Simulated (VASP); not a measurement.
# HC4 in VASP: notebook, part 2 of 2

VASP 6.6.1. Earlier steps stand in the parts before.

**3. Single point, PBE+D3(BJ)**

INCAR reads:

```
SYSTEM = HC4
PREC = Accurate
ENCUT = 520
EDIFF = 1E-6
ISMEAR = 0
SIGMA = 0.1
LREAL = .False.
LASPH = .True.
NELM = 60
ALGO = Normal
ISIF = 2
LWAVE = .False.
LCHARG = .True.
LDIPOL = .True.
IDIPOL = 3
DIPOL = 0.5 0.5 0.231
GGA = PE
IVDW = 12
LELF = .True.
LVHAR = .True.
LVACPOTAV = .True.
NBANDS = 28
```

KPOINTS reads:

```
Automatic mesh
0
Gamma
  6 6 1
  0 0 0
```

POSCAR reads:

```
HC4
1.0
    4.9313048819      0.0000000000      0.0000000000
   -2.4656524409      4.2706353015      0.0000000000
    0.0000000000      0.0000000000     18.0000331942
C H
8 2
Direct
    0.3333333333      0.1666666667      0.2222236565
    0.3333333333      0.6666666667      0.2222236565
    0.8333333333      0.1666666667      0.2222236565
    0.8333333333      0.6666666667      0.2222236565
    0.1666666667      0.3333333333      0.2222218124
    0.1666666667      0.8333333333      0.2222218124
    0.6666666667      0.3333333333      0.2222218124
    0.6666666667      0.8333333333      0.2222218124
    0.2401531283      0.1666666667      0.2650013554
    0.4265135384      0.1666666667      0.2650013554
```

Potentials or basis: VASP PAW PBE potentials, release 64 (C, H).

Started as:

```console
cat potpaw_PBE.64/C/POTCAR potpaw_PBE.64/H/POTCAR > POTCAR
mpirun -np 1 vasp_std > vasp.out
```

OUTCAR:

```text
SYSTEM = HC4
   PREC = Accurate
   ENCUT = 520
   EDIFF = 1E-6
   ISMEAR = 0
   LREAL = .False.
   LASPH = .True.
   NELM = 60
   ISIF = 2
   GGA = PE
   IVDW = 12
 IVDW          = 12

 ion  position               nearest neighbor table
   1  0.333  0.167  0.222-   9 0.90  10 0.90   5 1.42   6 1.42   7 1.42
   2  0.333  0.667  0.222-   6 1.42   5 1.42   8 1.42
   3  0.833  0.167  0.222-   7 1.42   8 1.42   5 1.42
   4  0.833  0.667  0.222-   8 1.42   7 1.42   6 1.42
   5  0.167  0.333  0.222-   9 1.30   1 1.42   2 1.42   3 1.42
   6  0.167  0.833  0.222-   2 1.42   1 1.42   4 1.42
   7  0.667  0.333  0.222-  10 1.30   3 1.42   4 1.42   1 1.42
   8  0.667  0.833  0.222-   4 1.42   3 1.42   2 1.42
   9  0.240  0.167  0.265-   1 0.90   5 1.30
  10  0.427  0.167  0.265-   1 0.90   7 1.30

  LATTYP: Found a hexagonal cell.
 ALAT       =     4.9313048819
 C/A-ratio  =     3.6501562214

  Lattice vectors:

 A1 = (   4.9313048819,   0.0000000000,   0.0000000000)
 A2 = (  -2.4656524409,   4.2706353015,   0.0000000000)
 A3 = (   0.0000000000,   0.0000000000,  18.0000331942)

Analysis of symmetry for initial positions (statically):
=====================================================================
 Subroutine PRICEL returns:
 Original cell was already a primitive cell.

 Routine SETGRP: Setting up the symmetry group for a
 hexagonal supercell.

 Subroutine GETGRP returns: Found  2 space group operations
 (whereof  1 operations were pure point group operations)
 out of a pool of 24 trial point group operations.

The static configuration has the point symmetry C_1 .
 The point group associated with its full space group is C_1h.

Analysis of symmetry for dynamics (positions and initial velocities):
=====================================================================
 Subroutine PRICEL returns:
 Original cell was already a primitive cell.
[... 143 lines left out ...]
   LRPA    =     F    only Hartree local field effects (RPA)
 non-spin polarized calculation
 Gauss-broadening in eV      SIGMA  =   0.10
  energy-cutoff  :      520.00
  volume of cell :      379.08
 maximum number of plane-waves:     10258
 NGX is ok and might be reduce to    40
   NGX = 19   NGY = 19   NGZ = 67

 dipolmoment           0.000000      0.000000      0.000006 electrons x Angstroem

 number of electron      33.9999998 magnetization

 dipolmoment           0.000000      0.000000     -0.161643 electrons x Angstroem

 Free energy of the ion-electron system (eV)
  ---------------------------------------------------
  ext. energy  EPLUGINS =         0.00000000
  ---------------------------------------------------
  free energy    TOTEN  =       -70.38862250 eV

  energy without entropy =      -70.38428277  energy(sigma->0) =      -70.38645264

 E-fermi :  -1.2594     XC(G=0):  -2.4947

 val. band max:       -1.3554415248   @ k =   0.5000   0.0000   0.0000
 cond. band min:      -1.1730793183   @ k =   0.0000   0.1667   0.0000
 fundamental gap:      0.1823622065
 Fermi energy:        -1.2593696050

 k-point     1 :       0.0000    0.0000    0.0000
  band No.  band energies     occupation
      1     -25.2309      2.00000
      2     -19.6361      2.00000
      3     -18.0595      2.00000
      4     -16.8076      2.00000
      5     -15.9749      2.00000
      6     -15.8562      2.00000
[... 392 lines left out ...]
     27       4.5599      0.00000
     28       4.6242      0.00000

------------------------ aborting loop because EDIFF is reached ----------------------------------------

 Edisp (eV)   -0.78110

 E8    (eV) :    -0.2352

  FORCE on cell =-STRESS in cart. coord.  units (eV):
  Direction    XX          YY          ZZ          XY          YZ          ZX
  --------------------------------------------------------------------------------------
  -------------------------------------------------------------------------------------
  Total      17.12859    11.53685    19.63875     0.00000     0.48299     0.00000
  in kB      72.39433    48.76072    83.00359     0.00000     2.04138     0.00000
  external pressure =       68.05 kB  Pullay stress =        0.00 kB

 VOLUME and BASIS-vectors are now :
 -----------------------------------------------------------------------------
  energy-cutoff  :      520.00
  volume of cell :      379.08
      direct lattice vectors                 reciprocal lattice vectors
     4.931304882  0.000000000  0.000000000     0.202786083  0.117078599  0.000000000
    -2.465652441  4.270635301  0.000000000     0.000000000  0.234157199  0.000000000
     0.000000000  0.000000000 18.000033194     0.000000000  0.000000000  0.055555453

 POSITION                                       TOTAL-FORCE (eV/Angst)
 -----------------------------------------------------------------------------------
      1.23283      0.71177      4.00003        -0.000000     -1.632202    -18.447283
     -0.00000      2.84709      4.00003        -0.181565      0.418557     -0.040767
      3.69848      0.71177      4.00003        -0.000000     -0.208888     -0.283446
      2.46565      2.84709      4.00003         0.181565      0.418557     -0.040767
      0.00000      1.42355      4.00000        -5.092903      3.051411     -2.194872
     -1.23283      3.55886      4.00000        -0.000000     -5.768561     -2.426688
      2.46565      1.42355      4.00000         5.092903      3.051411     -2.194872
      1.23283      3.55886      4.00000         0.000000      0.039578      0.015312
      0.77333      0.71177      4.77003        -7.365979      0.315069     12.806691
      1.69233      0.71177      4.77003         7.365979      0.315069     12.806691
 -----------------------------------------------------------------------------------
    total drift:                               -0.000000      0.000290      0.000578

  FREE ENERGIE OF THE ION-ELECTRON SYSTEM (eV)
  ---------------------------------------------------
  free  energy   TOTEN  =       -71.1697213667 eV

  energy  without entropy=      -71.1653816454  energy(sigma->0) =      -71.16755151

 vacuum level on the upper side and lower side of the slab         1.027         2.415
```

OSZICAR:

```text
N       E                     dE             d eps       ncg     rms          rms(c)
DAV:   1     0.276030126413E+03    0.27603E+03   -0.13040E+04   808   0.899E+02
DAV:   2    -0.362552710922E+02   -0.31229E+03   -0.29631E+03  1136   0.221E+02
DAV:   3    -0.763714804426E+02   -0.40116E+02   -0.39905E+02   900   0.854E+01
DAV:   4    -0.774794036397E+02   -0.11079E+01   -0.11018E+01  1000   0.175E+01
[... 14 lines left out ...]
DAV:  19    -0.703885867574E+02   -0.67882E-04   -0.36532E-06   716   0.584E-03    0.150E-03
DAV:  20    -0.703886129933E+02   -0.26236E-04   -0.56461E-07   616   0.294E-03    0.638E-04
DAV:  21    -0.703886206135E+02   -0.76202E-05   -0.18713E-07   596   0.183E-03    0.407E-04
DAV:  22    -0.703886217579E+02   -0.11444E-05   -0.35300E-08   640   0.801E-04    0.185E-04
DAV:  23    -0.703886224957E+02   -0.73778E-06   -0.19749E-08   620   0.613E-04
   1 F= -.71169721E+02 E0= -.71167552E+02  d E =-.433972E-02
```

Wall time 9.6 min (1 thread of Intel Xeon 8259CL, shared host); peak memory 0.55 GiB.

Results:

- Free energy: -71.1697 eV
- Largest force: 18.519 eV/Å
- Band gap on the k mesh: zero (bands 17 and 18 overlap by 0.33 eV)
- Dispersion energy per atom: -0.078 eV

Forces on the atoms (eV/Å):
```
C     0.000  -1.632 -18.447
C    -0.182   0.419  -0.041
C     0.000  -0.209  -0.283
C     0.182   0.419  -0.041
C    -5.093   3.051  -2.195
C     0.000  -5.769  -2.427
C     5.093   3.051  -2.195
C     0.000   0.040   0.015
H    -7.366   0.315  12.807
H     7.366   0.315  12.807
```

Levels at points of the mesh, in eV from the Fermi level:
```
           k point  band 14  band 15  band 16  band 17  band 18  band 19  band 20  band 21
(0.00, 0.00, 0.00)    -4.28    -3.64    -3.43    -0.44    -0.24     0.39     1.30     2.80
(0.50, 0.00, 0.00)    -5.87    -4.86    -3.94    -0.10     1.51     2.89     3.54     4.28
(0.00, 0.50, 0.00)    -5.77    -4.84    -4.18     0.10     1.13     2.85     3.66     4.48
```

**4. Single point, PBE+D3(BJ)**

INCAR reads:

```
PREC = Accurate
ENCUT = 520
EDIFF = 1E-6
ISMEAR = 0
SIGMA = 0.1
LREAL = F
LASPH = T
NELM = 100
ALGO = Normal
ISIF = 2
LWAVE = F
LCHARG = F
LDIPOL = T
IDIPOL = 3
DIPOL = 0.5 0.5 0.256
GGA = PE
IVDW = 12
NBANDS = 28
```

KPOINTS reads:

```
Automatic mesh
0
Gamma
  6 6 1
```

Changes to POSCAR since step 3:

```diff
@@ -16,3 +16,3 @@
     0.6666666667      0.8333333333      0.2222218124
-    0.2401531283      0.1666666667      0.2650013554
-    0.4265135384      0.1666666667      0.2650013554
+    0.2401531283      0.1666666667      0.3888900158
+    0.4265135384      0.1666666667      0.3888900158
```

Started as:

```console
cat potpaw_PBE.64/C/POTCAR potpaw_PBE.64/H/POTCAR > POTCAR
mpirun -np 1 vasp_std > vasp.out
```

It took 9.2 min on 1 thread of Intel Xeon 8259CL, shared host; peak memory 0.54 GiB.

Results (log left out):

```yaml
Free_energy: -81.0001 eV
Largest_force: 3.409 eV/Å
Dispersion_energy_per_atom: -0.081 eV
```

Forces on the atoms (eV/Å):
```
C    0.000 -0.001 -0.070
C   -0.008  0.000  0.014
C    0.000  0.006  0.018
C    0.008  0.000  0.014
C    0.026 -0.009 -0.008
C    0.000  0.020 -0.014
C   -0.026 -0.009 -0.008
C    0.000 -0.008  0.022
H    3.409  0.001  0.016
H   -3.409  0.001  0.016
```

Levels at points of the mesh, in eV from the Fermi level:
```csv
k point,band 14,band 15,band 16,band 17,band 18,band 19,band 20,band 21
"(0.00, 0.00, 0.00)",-3.04,-2.36,-2.36,-2.35,1.65,1.67,1.68,3.54
"(0.50, 0.00, 0.00)",-5.06,-5.05,-2.74,-2.72,2.81,2.82,3.22,5.54
"(0.00, 0.50, 0.00)",-5.05,-5.05,-2.74,-2.73,2.81,2.82,4.40,4.89
```

**5. Summary**

| cell | gap on the mesh (eV) | largest force (eV/Å) |
| --- | --- | --- |
| as given, atomic positions A | none | 0.03 |
| as given, atomic positions B | none | 18.52 |
| as given, atomic positions C | - | 3.41 |

Alike in all rows: task single point; level PBE+D3(BJ); potentials or basis VASP PAW PBE potentials, release 64 (C, H); no spin polarisation; k mesh 6 × 6 × 1; cutoff (eV) 520; smearing gaussian 0.1 eV.

Total energies depend on the potentials used, so only differences within one code and one set of settings carry meaning.
